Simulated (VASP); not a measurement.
# Si3C2 (P1) in VASP: single point with PBE

Aim: the single point of Si3C2 with PBE.

Program: VASP 6.6.1. These are calculated values, not measurements. Logs are shortened: lines on timing, memory, paths and dates and some standing lists are left out, and cuts for length are marked.

## (1) The cell of the first run

The typed cell holds 10 atoms: a = 2.970 Å, b = 4.919 Å, c = 8.969 Å, α = 74.20°, β = 92.32°, γ = 79.82°.

## (2) Single point, PBE

INCAR

```
PREC = Accurate
ENCUT = 520
EDIFF = 1E-6
ISMEAR = 0
SIGMA = 0.1
LREAL = False
LASPH = True
NELM = 100
ALGO = Normal
ISIF = 2
LWAVE = False
LCHARG = False
GGA = PE
NBANDS = 31
```

KPOINTS

```
regular mesh
0
Gamma
  6 4 2
```

POSCAR

```
Si3C2
1.0
    2.9628349787     -0.1397523427     -0.1575338634
    1.0998156966      4.7946696901      0.0449961354
    0.2072998115      2.3772149127      8.6453285838
Si C
6 4
Direct
    0.4069782360      0.8577730786      0.5064232648
    0.8220849158      0.2287017383      0.9587960913
    1.0111580157      0.8608184266      0.8114191314
   -0.1330602016      0.3204181056      0.2285786680
    0.2863225877      0.4027861204      0.6585173636
    0.7563145461      0.8336404371      0.2013163107
    0.4442814504      0.0034368439      0.6803718977
    0.3084776294      0.5671965944      0.2152122131
    0.2431327851      0.4514584139      0.8637954876
    0.8543100353      0.9737702414      0.3755695718
```

Potentials or basis: VASP PAW PBE potentials, release 64 (Si, C).

On the command line:

```console
$ cat potpaw_PBE.64/Si/POTCAR potpaw_PBE.64/C/POTCAR > POTCAR
$ mpirun -np 1 vasp_std > vasp.out
```

OUTCAR:

```text
PREC = Accurate
   ENCUT = 520
   EDIFF = 1E-6
   ISMEAR = 0
   LREAL = False
   LASPH = True
   NELM = 100
   ISIF = 2
   GGA = PE

 ion  position               nearest neighbor table
   1  0.407  0.858  0.506-  10 1.87  10 1.88   7 1.89   5 2.38   6 2.99   3 3.02   4 3.04   5 3.11

   2  0.822  0.229  0.959-   9 1.88   9 1.89   3 2.52   6 2.53   4 2.58   5 2.90   5 3.06
   3  0.011  0.861  0.811-   7 1.88   7 1.92   9 1.93   2 2.52   5 2.92   5 2.96   1 3.02   5 3.06

   4  0.867  0.320  0.229-   8 1.85  10 1.86   8 1.92   6 2.43   6 2.55   2 2.58   1 3.04
   5  0.286  0.403  0.659-   7 1.89   9 1.93   1 2.38   2 2.90   3 2.92   3 2.96   2 3.06   3 3.06
                             1 3.11
   6  0.756  0.834  0.201-   8 1.89  10 1.90   8 2.01   4 2.43   2 2.53   4 2.55   1 2.99
   7  0.444  0.003  0.680-   3 1.88   5 1.89   1 1.89   3 1.92
   8  0.308  0.567  0.215-   4 1.85   6 1.89   4 1.92   6 2.01
   9  0.243  0.451  0.864-   2 1.88   2 1.89   5 1.93   3 1.93
  10  0.854  0.974  0.376-   4 1.86   1 1.87   1 1.88   6 1.90

  LATTYP: Found a triclinic cell.
 ALAT       =    15.0317848041
 B/A-ratio  =     0.6494318207
 C/A-ratio  =     1.1469154767
 COS(alpha) =     0.0043987350
 COS(beta)  =     0.5730912988
 COS(gamma) =     0.8205475302

  Lattice vectors:

 A1 = (   0.5559037740, -12.1063066356,  -8.8928547180)
 A2 = (   0.7632035855,  -9.7290917229,  -0.2475261342)
 A3 = (  -2.2776189051,   0.1799922074, -17.0881271688)

Analysis of symmetry for initial positions (statically):
=====================================================================
 Subroutine PRICEL returns:
 Original cell was already a primitive cell.

 Routine SETGRP: Setting up the symmetry group for a
 triclinic supercell.

 Subroutine GETGRP returns: Found  1 space group operations
 (whereof  1 operations were pure point group operations)
 out of a pool of  2 trial point group operations.

The static configuration has the point symmetry C_1 .

Analysis of symmetry for dynamics (positions and initial velocities):
=====================================================================
 Subroutine PRICEL returns:
 Original cell was already a primitive cell.

 Routine SETGRP: Setting up the symmetry group for a
 triclinic supercell.

 Subroutine GETGRP returns: Found  1 space group operations
 (whereof  1 operations were pure point group operations)
 out of a pool of  2 trial point group operations.

The dynamic configuration has the point symmetry C_1 .

 Subroutine INISYM returns: Found  1 space group operations
 (whereof  1 operations are pure point group operations),
 and found     1 'primitive' translations

----------------------------------------------------------------------------------------

                                     Primitive cell

  volume of cell :     123.5692

  direct lattice vectors                    reciprocal lattice vectors
     2.962834979 -0.139752343 -0.157533863     0.334585978 -0.076871410  0.013114626
     1.099815697  4.794669690  0.044996135     0.006746931  0.207554421 -0.057233233
     0.207299811  2.377214913  8.645328584     0.006061659 -0.002480993  0.116206257

  length of vectors
     2.970309537  4.919397997  8.968602471     0.343553465  0.215406597  0.116390692

  position of ions in fractional coordinates (direct lattice)
     0.406978236  0.857773079  0.506423265
     0.822084916  0.228701738  0.958796091
     0.011158016  0.860818427  0.811419131
     0.866939798  0.320418106  0.228578668
     0.286322588  0.402786120  0.658517364
     0.756314546  0.833640437  0.201316311
     0.444281450  0.003436844  0.680371898
     0.308477629  0.567196594  0.215212213
     0.243132785  0.451458414  0.863795488
     0.854310035  0.973770241  0.375569572

  ion indices of the primitive-cell ions
   primitive index   ion index
                 1           1
                 2           2
                 3           3
                 4           4
                 5           5
                 6           6
                 7           7
                 8           8
                 9           9
                10          10

----------------------------------------------------------------------------------------

 KPOINTS: regular mesh

Automatic generation of k-mesh.
 Grid dimensions read from file:
 generate k-points for:    6    4    2

 Generating k-lattice:

  Cartesian coordinates                     Fractional coordinates (reciprocal lattice)
     0.055764330 -0.012811902  0.002185771     0.166666667 -0.000000000 -0.000000000
     0.001686733  0.051888605 -0.014308308     0.000000000  0.250000000  0.000000000
     0.003030830 -0.001240496  0.058103128     0.000000000  0.000000000  0.500000000

  Length of vectors
     0.057258911  0.053851649  0.058195346

  Shift w.r.t. Gamma in fractional coordinates (k-lattice)
     0.000000000  0.000000000  0.000000000

 Subroutine IBZKPT returns following result:
 ===========================================

 Found     28 irreducible k-points:

 Following reciprocal coordinates:
            Coordinates               Weight
  0.000000  0.000000  0.000000      1.000000
  0.166667  0.000000 -0.000000      2.000000
  0.333333 -0.000000 -0.000000      2.000000
  0.500000  0.000000 -0.000000      1.000000
  0.000000  0.250000  0.000000      2.000000
  0.166667  0.250000 -0.000000      2.000000
[... 16 lines left out ...]
 -0.333333  0.250000  0.500000      2.000000
 -0.166667  0.250000  0.500000      2.000000
 [... further k-points ...]
   k-points           NKPTS =     28   k-points in BZ     NKDIM =     28   number of bands    NBANDS=     31
   number of dos      NEDOS =    301   number of ions     NIONS =     10
   total plane-waves  NPLWV =  67200
   dimension x,y,z NGX =    24 NGY =   40 NGZ =   70
   dimension x,y,z NGXF=    48 NGYF=   80 NGZF=  140
   ions per type =               6   4
   NGX,Y,Z   is equivalent  to a cutoff of  13.43, 13.52, 12.98 a.u.
   NGXF,Y,Z  is equivalent  to a cutoff of  26.87, 27.04, 25.95 a.u.
 SYSTEM =  unknown system
   PREC   = accura    normal or accurate (medium, high low for compatibility)
   ISTART =      0    job   : 0-new  1-cont  2-samecut
   ICHARG =      2    charge: 1-file 2-atom 10-const
   ISPIN  =      1    spin polarized calculation?
   LNONCOLLINEAR =      F non collinear calculations
   LSORBIT =      F    spin-orbit coupling
   LASPH  =      T    aspherical Exc in radial PAW
   ENCUT  =  520.0 eV  38.22 Ry    6.18 a.u.   5.52  9.15 16.68*2*pi/ulx,y,z
   NELM   =    100;   NELMIN=  2; NELMDL= -5     # of ELM steps
   EDIFF  = 0.1E-05   stopping-criterion for ELM
   LREAL  =      F    real-space projection
   EDIFFG = 0.1E-04   stopping-criterion for IOM
   NSW    =      0    number of steps for IOM
   IBRION =     -1    ionic relax: 0-MD 1-quasi-New 2-CG
   NFREE  =      0    steps in history (QN), initial steepest desc. (CG)
   ISIF   =      2    stress and relaxation
   ISYM   =      2    0-nonsym 1-usesym 2-fastsym
   POTIM  = 0.5000    time-step for ionic-motion
   TEBEG  =    0.0;   TEEND  =   0.0 temperature during run
   PSTRESS=    0.0 pullay stress
   NELECT =      40.0000    total number of electrons
   NUPDOWN=      -1.0000    fix difference up-down
   EMIN   =  10.00;   EMAX   =-10.00  energy-range for DOS
   EFERMI =   0.00;   METHOD = LEGACY
   ISMEAR =     0;   SIGMA  =   0.10  broadening in eV -4-tet -1-fermi 0-gaus
   EFERMI_NEDOS =   21; number of points for ismear=-14 and -15
   IALGO  =     38    algorithm
   IMIX   =      4    mixing-type and parameters
     AMIX     =   0.40;   BMIX     =  1.00
     AMIX_MAG =   1.60;   BMIX_MAG =  1.00
  volume/ion in A,a.u.               =      12.36        83.39
  Fermi-wavevector in a.u.,A,eV,Ry     =   1.124065  2.124175 17.191259  1.263522
  Thomas-Fermi vector in A             =   2.260735
   LORBIT       =      0    0 simple, 1 ext, 2 COOP (PROOUT), +10 PAW based schemes
   GGA     = PE    functional components
   LHFCALC =     F    Hartree Fock is set to
   AEXX    =    0.0000 exact exchange contribution
   IVDW    =     0    specifies the selected vdW correction
   LEPSILON=     F    determine dielectric tensor
   LRPA    =     F    only Hartree local field effects (RPA)
 non-spin polarized calculation
 Gauss-broadening in eV      SIGMA  =   0.10
  energy-cutoff  :      520.00
  volume of cell :      123.57
 maximum number of plane-waves:      3348
 NGX is ok and might be reduce to    24
   NGX = 11   NGY = 19   NGZ = 33

 number of electron      40.0000000 magnetization

 Free energy of the ion-electron system (eV)
  ---------------------------------------------------
  ext. energy  EPLUGINS =         0.00000000
  ---------------------------------------------------
  free energy    TOTEN  =       -65.69574518 eV

  energy without entropy =      -65.69264001  energy(sigma->0) =      -65.69419260

 E-fermi :   8.4327     XC(G=0): -10.7671

 val. band max:        8.3646392229   @ k =  -0.3333   0.2500   0.0000
 cond. band min:       8.5049312496   @ k =   0.1667   0.2500   0.5000
 fundamental gap:      0.1402920268
 Fermi energy:         8.4327286551

 k-point     1 :       0.0000    0.0000    0.0000
  band No.  band energies     occupation
      1      -7.9286      2.00000
      2      -7.0439      2.00000
      3      -5.5030      2.00000
      4      -4.2732      2.00000
      5      -1.5198      2.00000
      6      -0.7504      2.00000
[... 23 lines left out ...]
     30      14.3904      0.00000
     31      14.7155      0.00000

 k-point     2 :       0.1667    0.0000   -0.0000
  band No.  band energies     occupation
      1      -7.5264      2.00000
      2      -6.6676      2.00000
      3      -5.1506      2.00000
      4      -4.0122      2.00000
      5      -1.3544      2.00000
      6      -0.2932      2.00000
[... 23 lines left out ...]
     30      14.3774      0.00000
     31      14.7238      0.00000

 k-point     3 :       0.3333   -0.0000   -0.0000
  band No.  band energies     occupation
      1      -6.3665      2.00000
      2      -5.6153      2.00000
      3      -4.2174      2.00000
      4      -3.4357      2.00000
      5      -1.2704      2.00000
      6      -0.2325      2.00000
[... 23 lines left out ...]
     30      13.8459      0.00000
     31      14.1946      0.00000

 k-point     4 :       0.5000    0.0000   -0.0000
  band No.  band energies     occupation
      1      -4.9375      2.00000
      2      -4.8206      2.00000
      3      -3.8744      2.00000
      4      -3.4110      2.00000
      5      -2.0570      2.00000
      6      -1.1464      2.00000
[... 23 lines left out ...]
     30      13.8975      0.00000
     31      14.0328      0.00000

 k-point     5 :       0.0000    0.2500    0.0000
  band No.  band energies     occupation
      1      -7.6177      2.00000
      2      -6.7987      2.00000
      3      -5.7630      2.00000
      4      -4.9391      2.00000
      5      -2.5829      2.00000
      6      -0.8535      2.00000
[... 23 lines left out ...]
     30      14.2617      0.00000
     31      14.4666      0.00000
[... 542 lines left out ...]
     30      14.1055      0.00000
     31      14.5362      0.00000

 k-point    22 :       0.5000    0.2500    0.5000
  band No.  band energies     occupation
      1      -4.8420      2.00000
      2      -4.6121      2.00000
      3      -3.8097      2.00000
      4      -3.4276      2.00000
      5      -2.3552      2.00000
      6      -1.3272      2.00000
[... 23 lines left out ...]
     30      13.4520      0.00000
     31      13.6840      0.00000

 k-point    23 :      -0.3333    0.2500    0.5000
  band No.  band energies     occupation
      1      -5.8356      2.00000
      2      -5.3278      2.00000
      3      -4.6451      2.00000
      4      -4.1319      2.00000
      5      -1.4737      2.00000
      6      -0.9354      2.00000
[... 23 lines left out ...]
     30      13.6301      0.00000
     31      13.7757      0.00000

 k-point    24 :      -0.1667    0.2500    0.5000
  band No.  band energies     occupation
      1      -7.0444      2.00000
      2      -6.4935      2.00000
      3      -5.4373      2.00000
      4      -4.7903      2.00000
      5      -2.2158      2.00000
      6      -1.0058      2.00000
[... 23 lines left out ...]
     30      14.1093      0.00000
     31      14.5021      0.00000

 [... further k-points ...]

------------------------ aborting loop because EDIFF is reached ----------------------------------------

  FORCE on cell =-STRESS in cart. coord.  units (eV):
  Direction    XX          YY          ZZ          XY          YZ          ZX
  --------------------------------------------------------------------------------------
  -------------------------------------------------------------------------------------
  Total        0.0183111     -0.0216808     -0.0537625     -0.0023524     -0.0044688     -0.0349130
  in kB        0.2374184     -0.2811091     -0.6970753     -0.0305002     -0.0579421     -0.4526756
  external PRESSURE =      -0.2469220 kB  Pullay stress =       0.0000000 kB

 VOLUME and BASIS-vectors are now :
 -----------------------------------------------------------------------------
  energy-cutoff  :      520.00
  volume of cell :      123.57
      direct lattice vectors                 reciprocal lattice vectors
     2.962834979 -0.139752343 -0.157533863     0.334585978 -0.076871410  0.013114626
     1.099815697  4.794669690  0.044996135     0.006746931  0.207554421 -0.057233233
     0.207299811  2.377214913  8.645328584     0.006061659 -0.002480993  0.116206257

 POSITION                                       TOTAL-FORCE (eV/Angst)
 -----------------------------------------------------------------------------------
      2.25418      5.25974      4.35268        -0.002540      0.000399     -0.001713
      2.88599      3.26093      8.16989        -0.006917      0.007806      0.005730
      1.14801      6.05470      7.05196         0.001202     -0.003994      0.001247
      2.96838      1.95852      1.85398        -0.002002      0.030750     -0.001820
      1.42783      3.45665      5.66612         0.005178      0.008619     -0.001336
      3.19942      4.36991      1.65881         0.004135     -0.023029     -0.011152
      1.46115      1.57178      5.81220         0.003772      0.001286     -0.006899
      1.58239      3.18802      1.83751         0.002721     -0.017632      0.009605
      1.39595      4.18404      7.44981         0.001410      0.000427      0.002703
      3.68000      5.44232      3.15616        -0.006959     -0.004633      0.003635
 -----------------------------------------------------------------------------------
    total drift:                                0.000024      0.000004     -0.000078

  FREE ENERGIE OF THE ION-ELECTRON SYSTEM (eV)
  ---------------------------------------------------
  free  energy   TOTEN  =       -65.6957451825 eV

  energy  without entropy=      -65.6926400087  energy(sigma->0) =      -65.69419260
```

It took 63 s on 1 thread of Intel Xeon Platinum 8488C (Sapphire Rapids), shared host; peak memory 0.26 GiB.

Results:

```
Free energy            : -65.6957 eV
Pressure               : 0.0 GPa
Largest force          : 0.031 eV/Å
Band gap on the k mesh : zero (bands 20 and 21 overlap by 2.48 eV)
```

Forces in eV/Å, atoms in the order of the input:
```
Si  -0.003  0.000 -0.002
Si  -0.007  0.008  0.006
Si   0.001 -0.004  0.001
Si  -0.002  0.031 -0.002
Si   0.005  0.009 -0.001
Si   0.004 -0.023 -0.011
C    0.004  0.001 -0.007
C    0.003 -0.018  0.010
C    0.001  0.000  0.003
C   -0.007 -0.005  0.004
```

Levels at points of the mesh, in eV from the Fermi level:
| k point | band 16 | band 17 | band 18 | band 19 | band 20 | band 21 | band 22 | band 23 | band 24 | band 25 |
| --- | --- | --- | --- | --- | --- | --- | --- | --- | --- | --- |
| (0.00, 0.00, 0.00) | -2.22 | -2.16 | -1.70 | -1.25 | 1.14 | 1.49 | 2.37 | 2.68 | 3.47 | 3.58 |
| (0.50, 0.00, 0.00) | -4.11 | -3.20 | -3.06 | -2.22 | -1.64 | -1.33 | 0.48 | 0.80 | 1.55 | 2.28 |
| (0.00, 0.50, 0.00) | -2.76 | -2.17 | -1.68 | -1.30 | 1.06 | 1.17 | 2.20 | 2.40 | 3.00 | 3.74 |
| (0.50, 0.50, 0.00) | -3.76 | -2.73 | -2.52 | -1.69 | -1.28 | -0.98 | 0.56 | 1.43 | 2.00 | 2.38 |
| (0.00, 0.00, 0.50) | -2.55 | -2.47 | -2.09 | -1.88 | 1.01 | 1.83 | 2.33 | 2.98 | 3.24 | 3.60 |
| (0.50, 0.00, 0.50) | -4.28 | -3.35 | -3.01 | -1.86 | -1.38 | -0.93 | 0.63 | 0.77 | 1.41 | 2.04 |
| (0.00, 0.50, 0.50) | -2.54 | -2.31 | -1.62 | -1.25 | 0.82 | 1.45 | 2.03 | 2.36 | 2.80 | 3.61 |
| (0.50, 0.50, 0.50) | -3.26 | -2.73 | -2.40 | -2.03 | -1.49 | -0.95 | 0.59 | 1.49 | 2.31 | 2.83 |

Caveat: the k points lie up to 0.37 Å⁻¹ apart, too coarse for converged energies and pressures of a metal.

The gap in the log of VASP goes by the Fermi energy; the results here count the filled bands.